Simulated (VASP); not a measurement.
Set up this calculation in VASP 6.6.1, as the native input.

```
Task                   : single point
Functional             : PBE
Potentials or basis    : VASP PAW PBE potentials, release 64 (Bi_d)
Cutoff                 : 520 eV
k mesh                 : 9 × 9 × 1
Occupations            : fermi-dirac, width 0.05 eV
Spin                   : no spin polarisation
Dipole correction      : yes
Further INCAR settings : ALGO = Normal; EDIFF = 1e-07; NBANDS = 14
```

The structure of Bi lies in POSCAR:

```
Bi
1.0
    3.3013800000      0.0000000000      0.0000000000
   -1.6506900000      2.8590800000      0.0000000000
    0.0000000000      0.0000000000     23.8000000000
Bi
1
Direct
    0.0000000000      0.0000000000      0.2941200000
```

One way to write it, as run:

INCAR

```
ALGO = Normal ; DIPOL = 0.5 0.5 0.294
EDIFF = 1E-7 ; ENCUT = 520
GGA = PE ; IDIPOL = 3
ISIF = 2 ; ISMEAR = -1
LASPH = T ; LCHARG = F
LDIPOL = T ; LREAL = F
LWAVE = F ; NBANDS = 14
NELM = 100 ; PREC = Accurate
SIGMA = 0.05
```

KPOINTS

```
k-points
0
Gamma
  9 9 1
```

Potentials or basis: VASP PAW PBE potentials, release 64 (Bi_d).

Run with:

```console
$ cat potpaw_PBE.64/Bi_d/POTCAR > POTCAR
$ mpirun -np 1 vasp_std > vasp.out
```

Run time: 42 s on 1 thread of Intel(R) Xeon(R) Platinum 8559C (Emerald Rapids) (shared host), peak memory 0.35 GiB.
